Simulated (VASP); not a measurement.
# BaTiO3 (Pm-3m) in VASP: a series of runs, part 2 of 3

VASP 6.6.1. The steps go on from the part before.

## Step 3: Single point, LDA (volume scaled by 0.94)

INCAR reads:

```
PREC = Accurate
ENCUT = 520
EDIFF = 1E-7
ISMEAR = -1
SIGMA = 0.05
LREAL = F
LASPH = T
NELM = 100
ALGO = Normal
ISIF = 2
LWAVE = F
LCHARG = T
GGA = CA
LELF = T
LVHAR = T
NBANDS = 28
```

KPOINTS reads:

```
Automatic mesh
0
Gamma
  8 8 8
```

POSCAR reads:

```
BaTiO3
1.0
    3.9254954135      0.0000000000      0.0000000000
    0.0000000000      3.9254954135      0.0000000000
    0.0000000000      0.0000000000      3.9254954135
Ba Ti O
1 1 3
Direct
    0.5000000000      0.5000000000      0.5000000000
    0.0000000000      0.0000000000      0.0000000000
    0.5000000000      0.0000000000      0.0000000000
    0.0000000000      0.5000000000      0.0000000000
    0.0000000000      0.0000000000      0.5000000000
```

Potentials or basis: VASP PAW LDA potentials, release 64 (Ba_sv, Ti_sv, O).

The run is started by

```console
$ cat potpaw_LDA.64/Ba_sv/POTCAR potpaw_LDA.64/Ti_sv/POTCAR potpaw_LDA.64/O/POTCAR > POTCAR
$ mpirun -np 1 vasp_std > vasp.out
```

OUTCAR:

```text
PREC = Accurate
   ENCUT = 520
   EDIFF = 1E-7
   ISMEAR = -1
   LREAL = F
   LASPH = T
   NELM = 100
   ISIF = 2
   GGA = CA

 ion  position               nearest neighbor table
   1  0.500  0.500  0.500-   3 2.78   4 2.78   5 2.78   3 2.78   4 2.78   3 2.78   5 2.78   3 2.78
                             4 2.78   5 2.78   4 2.78   5 2.78   2 3.40   2 3.40   2 3.40   2 3.40
   2  0.000  0.000  0.000-   3 1.96   4 1.96   5 1.96   5 1.96   4 1.96   3 1.96   1 3.40   1 3.40
                             1 3.40   1 3.40   1 3.40   1 3.40   1 3.40   1 3.40
   3  0.500  0.000  0.000-   2 1.96   2 1.96   1 2.78   1 2.78   1 2.78   1 2.78
   4  0.000  0.500  0.000-   2 1.96   2 1.96   1 2.78   1 2.78   1 2.78   1 2.78
   5  0.000  0.000  0.500-   2 1.96   2 1.96   1 2.78   1 2.78   1 2.78   1 2.78

  LATTYP: Found a simple cubic cell.
 ALAT       =     3.9254954135

  Lattice vectors:

 A1 = (   3.9254954135,   0.0000000000,   0.0000000000)
 A2 = (   0.0000000000,   3.9254954135,   0.0000000000)
 A3 = (   0.0000000000,   0.0000000000,   3.9254954135)

Analysis of symmetry for initial positions (statically):
=====================================================================
 Subroutine PRICEL returns:
 Original cell was already a primitive cell.

[... 174 lines left out ...]

 E-fermi :   4.8925     XC(G=0): -12.0380

 val. band max:        3.9938361087   @ k =   0.5000   0.5000   0.5000
 cond. band min:       5.7570158414   @ k =   0.0000   0.0000   0.0000
 fundamental gap:      1.7631797326
 Fermi energy:         4.8924916077

 k-point     1 :       0.0000    0.0000    0.0000
  band No.  band energies     occupation
      1     -51.6462      2.00000
      2     -28.2974      2.00000
      3     -28.2974      2.00000
      4     -28.2974      2.00000
      5     -20.5514      2.00000
      6     -12.7131      2.00000
[... 733 lines left out ...]
     27      12.4280      0.00000
     28      13.3652      0.00000

 [... further k-points ...]
[... 5 lines left out ...]
  --------------------------------------------------------------------------------------
  -------------------------------------------------------------------------------------
  Total        1.5042950      1.5042950      1.5042950      0.0000000      0.0000000      0.0000000
  in kB       39.8437473     39.8437473     39.8437473      0.0000000      0.0000000      0.0000000
  external PRESSURE =      39.8437473 kB  Pullay stress =       0.0000000 kB

 VOLUME and BASIS-vectors are now :
 -----------------------------------------------------------------------------
  energy-cutoff  :      520.00
  volume of cell :       60.49
      direct lattice vectors                 reciprocal lattice vectors
     3.925495414  0.000000000  0.000000000     0.254744916  0.000000000  0.000000000
     0.000000000  3.925495414  0.000000000     0.000000000  0.254744916  0.000000000
     0.000000000  0.000000000  3.925495414     0.000000000  0.000000000  0.254744916

 POSITION                                       TOTAL-FORCE (eV/Angst)
 -----------------------------------------------------------------------------------
      1.96275      1.96275      1.96275         0.000000      0.000000      0.000000
      0.00000      0.00000      0.00000         0.000000      0.000000      0.000000
      1.96275      0.00000      0.00000         0.000000      0.000000      0.000000
      0.00000      1.96275      0.00000         0.000000      0.000000      0.000000
      0.00000      0.00000      1.96275         0.000000      0.000000      0.000000
 -----------------------------------------------------------------------------------
    total drift:                                0.000000     -0.000000      0.000000

  FREE ENERGIE OF THE ION-ELECTRON SYSTEM (eV)
  ---------------------------------------------------
  free  energy   TOTEN  =       -44.1405743984 eV

  energy  without entropy=      -44.1405743966  energy(sigma->0) =      -44.14057440
```

OSZICAR:

```text
N       E                     dE             d eps       ncg     rms          rms(c)
DAV:   1     0.418761606342E+03    0.41876E+03   -0.20510E+04  1960   0.153E+03
DAV:   2    -0.131435415836E+02   -0.43191E+03   -0.41207E+03  2244   0.421E+02
DAV:   3    -0.527201253152E+02   -0.39577E+02   -0.39171E+02  2312   0.132E+02
DAV:   4    -0.545890505792E+02   -0.18689E+01   -0.18650E+01  3028   0.253E+01
DAV:   5    -0.546288467803E+02   -0.39796E-01   -0.39784E-01  2496   0.343E+00    0.239E+01
DAV:   6    -0.444285647997E+02    0.10200E+02   -0.54669E+01  2660   0.678E+01    0.101E+01
DAV:   7    -0.443008531769E+02    0.12771E+00   -0.87553E+00  2508   0.221E+01    0.715E+00
DAV:   8    -0.441439806141E+02    0.15687E+00   -0.92601E-01  2368   0.897E+00    0.264E+00
DAV:   9    -0.441585404876E+02   -0.14560E-01   -0.19115E-01  2480   0.271E+00    0.118E+00
DAV:  10    -0.441411576007E+02    0.17383E-01   -0.92641E-02  2296   0.306E+00    0.246E-01
DAV:  11    -0.441406468400E+02    0.51076E-03   -0.41491E-03  2580   0.454E-01    0.545E-02
DAV:  12    -0.441405888547E+02    0.57985E-04   -0.49962E-04  2220   0.243E-01    0.419E-02
DAV:  13    -0.441405761596E+02    0.12695E-04   -0.10015E-04  2480   0.600E-02    0.224E-02
DAV:  14    -0.441405775509E+02   -0.13913E-05   -0.59573E-06  2592   0.151E-02    0.176E-02
DAV:  15    -0.441405743738E+02    0.31771E-05   -0.94586E-06  2724   0.287E-02    0.213E-03
DAV:  16    -0.441405745350E+02   -0.16127E-06   -0.63999E-07  2168   0.732E-03    0.328E-03
DAV:  17    -0.441405744000E+02    0.13508E-06   -0.29994E-07  1704   0.589E-03    0.771E-04
DAV:  18    -0.441405743984E+02    0.15734E-08   -0.39502E-08  1228   0.134E-03
   1 F= -.44140574E+02 E0= -.44140574E+02  d E =-.183040E-08
```

stdout:

```text
POSCAR found type information on POSCAR BaTiO
 POSCAR found :  3 types and       5 ions
 scaLAPACK will be used
 LDA part: xc-table for (Slater(with rela. corr.)+CA(PZ))
 , standard interpolation
 POSCAR, INCAR and KPOINTS ok, starting setup
 FFT: planning ... GRIDC
 FFT: planning ... GRID_SOFT
 FFT: planning ... GRID
 WAVECAR not read
 entering main loop
```

Run time: 77 s. Hardware: 1 thread of Intel Xeon Platinum 8488C (Sapphire Rapids), shared host; peak memory 0.18 GiB.

What came out:

```yaml
Free_energy: -44.1406 eV
Pressure: 4.0 GPa
Band_gap_on_the_k_mesh: 1.76 eV, indirect (least direct gap 1.84 eV)
```

Caveat: spin-orbit coupling is left out, which moves the levels of the heavy elements.

## Step 4: Single point, LDA (volume scaled by 0.98)

INCAR reads:

```
  PREC = Accurate
  ENCUT = 520
  EDIFF = 1E-7
  ISMEAR = -1
  SIGMA = 0.05
  LREAL = F
  LASPH = T
  NELM = 100
  ALGO = Normal
  ISIF = 2
  LWAVE = F
  LCHARG = F
  NBANDS = 28
```

KPOINTS reads:

```
regular mesh
0
Gamma
  8 8 8
```

Changes to POSCAR since step 3:

```diff
@@ -2,5 +2,5 @@
 1.0
-    3.9254954135      0.0000000000      0.0000000000
-    0.0000000000      3.9254954135      0.0000000000
-    0.0000000000      0.0000000000      3.9254954135
+    3.9804045588      0.0000000000      0.0000000000
+    0.0000000000      3.9804045588      0.0000000000
+    0.0000000000      0.0000000000      3.9804045588
 Ba Ti O
```

Potentials or basis: VASP PAW LDA potentials, release 64 (Ba_sv, Ti_sv, O).

The run is started by

```console
$ cat potpaw_LDA.64/Ba_sv/POTCAR potpaw_LDA.64/Ti_sv/POTCAR potpaw_LDA.64/O/POTCAR > POTCAR
$ mpirun -np 1 vasp_std > vasp.out
```

OUTCAR:

```text
PREC = Accurate
   ENCUT = 520
   EDIFF = 1E-7
   ISMEAR = -1
   LREAL = F
   LASPH = T
   NELM = 100
   ISIF = 2

 ion  position               nearest neighbor table
   1  0.500  0.500  0.500-   3 2.81   4 2.81   5 2.81   3 2.81   4 2.81   3 2.81   5 2.81   3 2.81
                             4 2.81   5 2.81   4 2.81   5 2.81   2 3.45   2 3.45   2 3.45   2 3.45
   2  0.000  0.000  0.000-   3 1.99   4 1.99   5 1.99   5 1.99   4 1.99   3 1.99   1 3.45   1 3.45
                             1 3.45   1 3.45   1 3.45   1 3.45   1 3.45   1 3.45
   3  0.500  0.000  0.000-   2 1.99   2 1.99   1 2.81   1 2.81   1 2.81   1 2.81
   4  0.000  0.500  0.000-   2 1.99   2 1.99   1 2.81   1 2.81   1 2.81   1 2.81
   5  0.000  0.000  0.500-   2 1.99   2 1.99   1 2.81   1 2.81   1 2.81   1 2.81

  LATTYP: Found a simple cubic cell.
 ALAT       =     3.9804045588

  Lattice vectors:

 A1 = (   3.9804045588,   0.0000000000,   0.0000000000)
 A2 = (   0.0000000000,   3.9804045588,   0.0000000000)
 A3 = (   0.0000000000,   0.0000000000,   3.9804045588)

Analysis of symmetry for initial positions (statically):
=====================================================================
 Subroutine PRICEL returns:
 Original cell was already a primitive cell.

 Routine SETGRP: Setting up the symmetry group for a
 simple cubic supercell.

 Subroutine GETGRP returns: Found 48 space group operations
 (whereof 48 operations were pure point group operations)
 out of a pool of 48 trial point group operations.

The static configuration has the point symmetry O_h .

Analysis of symmetry for dynamics (positions and initial velocities):
=====================================================================
 Subroutine PRICEL returns:
 Original cell was already a primitive cell.

 Routine SETGRP: Setting up the symmetry group for a
 simple cubic supercell.

 Subroutine GETGRP returns: Found 48 space group operations
 (whereof 48 operations were pure point group operations)
 out of a pool of 48 trial point group operations.

The dynamic configuration has the point symmetry O_h .

 Subroutine INISYM returns: Found 48 space group operations
 (whereof 48 operations are pure point group operations),
 and found     1 'primitive' translations

----------------------------------------------------------------------------------------

                                     Primitive cell

  volume of cell :      63.0640

  direct lattice vectors                    reciprocal lattice vectors
     3.980404559  0.000000000  0.000000000     0.251230744  0.000000000  0.000000000
     0.000000000  3.980404559  0.000000000     0.000000000  0.251230744  0.000000000
     0.000000000  0.000000000  3.980404559     0.000000000  0.000000000  0.251230744

  length of vectors
     3.980404559  3.980404559  3.980404559     0.251230744  0.251230744  0.251230744

  position of ions in fractional coordinates (direct lattice)
     0.500000000  0.500000000  0.500000000
     0.000000000  0.000000000  0.000000000
     0.500000000  0.000000000  0.000000000
     0.000000000  0.500000000  0.000000000
     0.000000000  0.000000000  0.500000000

  ion indices of the primitive-cell ions
   primitive index   ion index
                 1           1
                 2           2
                 3           3
                 4           4
                 5           5

[... 21 lines left out ...]
 Subroutine IBZKPT returns following result:
 ===========================================

 Found     35 irreducible k-points:

 Following reciprocal coordinates:
            Coordinates               Weight
  0.000000  0.000000  0.000000      1.000000
  0.125000  0.000000  0.000000      6.000000
  0.250000  0.000000  0.000000      6.000000
  0.375000  0.000000  0.000000      6.000000
  0.500000  0.000000  0.000000      3.000000
  0.125000  0.125000  0.000000     12.000000
[... 16 lines left out ...]
  0.375000  0.375000  0.125000     24.000000
  0.500000  0.375000  0.125000     24.000000
 [... further k-points ...]
   k-points           NKPTS =     35   k-points in BZ     NKDIM =     35   number of bands    NBANDS=     28
   number of dos      NEDOS =    301   number of ions     NIONS =      5
   total plane-waves  NPLWV =  27000
   dimension x,y,z NGX =    30 NGY =   30 NGZ =   30
   dimension x,y,z NGXF=    60 NGYF=   60 NGZF=   60
   ions per type =               1   1   3
   NGX,Y,Z   is equivalent  to a cutoff of  12.53, 12.53, 12.53 a.u.
   NGXF,Y,Z  is equivalent  to a cutoff of  25.06, 25.06, 25.06 a.u.
 SYSTEM =  unknown system
   PREC   = accura    normal or accurate (medium, high low for compatibility)
   ISTART =      0    job   : 0-new  1-cont  2-samecut
   ICHARG =      2    charge: 1-file 2-atom 10-const
   ISPIN  =      1    spin polarized calculation?
   LNONCOLLINEAR =      F non collinear calculations
   LSORBIT =      F    spin-orbit coupling
   LASPH  =      T    aspherical Exc in radial PAW
   ENCUT  =  520.0 eV  38.22 Ry    6.18 a.u.   7.40  7.40  7.40*2*pi/ulx,y,z
   NELM   =    100;   NELMIN=  2; NELMDL= -5     # of ELM steps
   EDIFF  = 0.1E-06   stopping-criterion for ELM
   LREAL  =      F    real-space projection
   EDIFFG = 0.1E-05   stopping-criterion for IOM
   NSW    =      0    number of steps for IOM
   IBRION =     -1    ionic relax: 0-MD 1-quasi-New 2-CG
   NFREE  =      0    steps in history (QN), initial steepest desc. (CG)
   ISIF   =      2    stress and relaxation
   ISYM   =      2    0-nonsym 1-usesym 2-fastsym
   POTIM  = 0.5000    time-step for ionic-motion
   TEBEG  =    0.0;   TEEND  =   0.0 temperature during run
   PSTRESS=    0.0 pullay stress
   NELECT =      40.0000    total number of electrons
   NUPDOWN=      -1.0000    fix difference up-down
   EMIN   =  10.00;   EMAX   =-10.00  energy-range for DOS
   EFERMI =   0.00;   METHOD = LEGACY
   ISMEAR =    -1;   SIGMA  =   0.05  broadening in eV -4-tet -1-fermi 0-gaus
   EFERMI_NEDOS =   21; number of points for ismear=-14 and -15
   IALGO  =     38    algorithm
   IMIX   =      4    mixing-type and parameters
     AMIX     =   0.40;   BMIX     =  1.00
     AMIX_MAG =   1.60;   BMIX_MAG =  1.00
  volume/ion in A,a.u.               =      12.61        85.12
  Fermi-wavevector in a.u.,A,eV,Ry     =   1.406590  2.658070 26.919075  1.978496
  Thomas-Fermi vector in A             =   2.528935
   LORBIT       =      0    0 simple, 1 ext, 2 COOP (PROOUT), +10 PAW based schemes
   GGA     = CA    functional components
   LHFCALC =     F    Hartree Fock is set to
   AEXX    =    0.0000 exact exchange contribution
   IVDW    =     0    specifies the selected vdW correction
   LEPSILON=     F    determine dielectric tensor
   LRPA    =     F    only Hartree local field effects (RPA)
 non-spin polarized calculation
  energy-cutoff  :      520.00
  volume of cell :       63.06
 maximum number of plane-waves:      1743
 NGX is ok and might be reduce to    30
   NGX = 15   NGY = 15   NGZ = 15

 number of electron      39.9999977 magnetization

 Free energy of the ion-electron system (eV)
  ---------------------------------------------------
  ext. energy  EPLUGINS =         0.00000000
  ---------------------------------------------------
  free energy    TOTEN  =       -44.14028353 eV

  energy without entropy =      -44.14028353  energy(sigma->0) =      -44.14028353

 E-fermi :   4.5154     XC(G=0): -11.8226

 val. band max:        3.6546830514   @ k =   0.5000   0.5000   0.5000
 cond. band min:       5.3423838811   @ k =   0.0000   0.0000   0.0000
 fundamental gap:      1.6877008297
 Fermi energy:         4.5153758203

 k-point     1 :       0.0000    0.0000    0.0000
  band No.  band energies     occupation
      1     -52.1617      2.00000
      2     -28.7859      2.00000
      3     -28.7859      2.00000
      4     -28.7859      2.00000
      5     -20.9670      2.00000
      6     -12.9640      2.00000
[... 733 lines left out ...]
     27      11.8598      0.00000
     28      12.7346      0.00000

 [... further k-points ...]
[... 5 lines left out ...]
  --------------------------------------------------------------------------------------
  -------------------------------------------------------------------------------------
  Total       -1.5998780     -1.5998780     -1.5998780     -0.0000000      0.0000000     -0.0000000
  in kB      -40.6458131    -40.6458131    -40.6458131     -0.0000000      0.0000000     -0.0000000
  external PRESSURE =     -40.6458131 kB  Pullay stress =       0.0000000 kB

 VOLUME and BASIS-vectors are now :
 -----------------------------------------------------------------------------
  energy-cutoff  :      520.00
  volume of cell :       63.06
      direct lattice vectors                 reciprocal lattice vectors
     3.980404559  0.000000000  0.000000000     0.251230744  0.000000000  0.000000000
     0.000000000  3.980404559  0.000000000     0.000000000  0.251230744  0.000000000
     0.000000000  0.000000000  3.980404559     0.000000000  0.000000000  0.251230744

 POSITION                                       TOTAL-FORCE (eV/Angst)
 -----------------------------------------------------------------------------------
      1.99020      1.99020      1.99020         0.000000      0.000000      0.000000
      0.00000      0.00000      0.00000         0.000000      0.000000      0.000000
      1.99020      0.00000      0.00000         0.000000      0.000000      0.000000
      0.00000      1.99020      0.00000         0.000000      0.000000      0.000000
      0.00000      0.00000      1.99020         0.000000      0.000000      0.000000
 -----------------------------------------------------------------------------------
    total drift:                                0.000000     -0.000000      0.000000

  FREE ENERGIE OF THE ION-ELECTRON SYSTEM (eV)
  ---------------------------------------------------
  free  energy   TOTEN  =       -44.1402835347 eV

  energy  without entropy=      -44.1402835307  energy(sigma->0) =      -44.14028353
```

Wall time 70 s (1 thread of Intel Xeon Platinum 8488C (Sapphire Rapids), shared host); peak memory 0.18 GiB.

What came out:

```yaml
Free_energy: -44.1403 eV
Pressure: -4.1 GPa
Band_gap_on_the_k_mesh: 1.69 eV, indirect (least direct gap 1.81 eV)
```

Levels at points of the mesh, in eV from the valence-band top:
```tsv
k point	band 16	band 17	band 18	band 19	band 20	band 21	band 22	band 23	band 24	band 25
(0.00, 0.00, 0.00)	-1.14	-1.14	-0.12	-0.12	-0.12	1.69	1.69	1.69	4.06	4.06
(0.50, 0.00, 0.00)	-2.01	-1.88	-1.88	-0.72	-0.72	1.86	3.54	3.54	4.07	6.12
(0.50, 0.50, 0.00)	-2.81	-1.73	-0.86	-0.86	-0.09	3.55	3.55	3.96	4.94	7.88
(0.50, 0.50, 0.50)	-2.40	-2.40	0.00	0.00	0.00	4.25	4.25	4.25	6.73	6.73
```

Caveat: spin-orbit coupling is left out, which moves the levels of the heavy elements. A k mesh can miss the band edges.

(Part 2 of 3 ends here.)
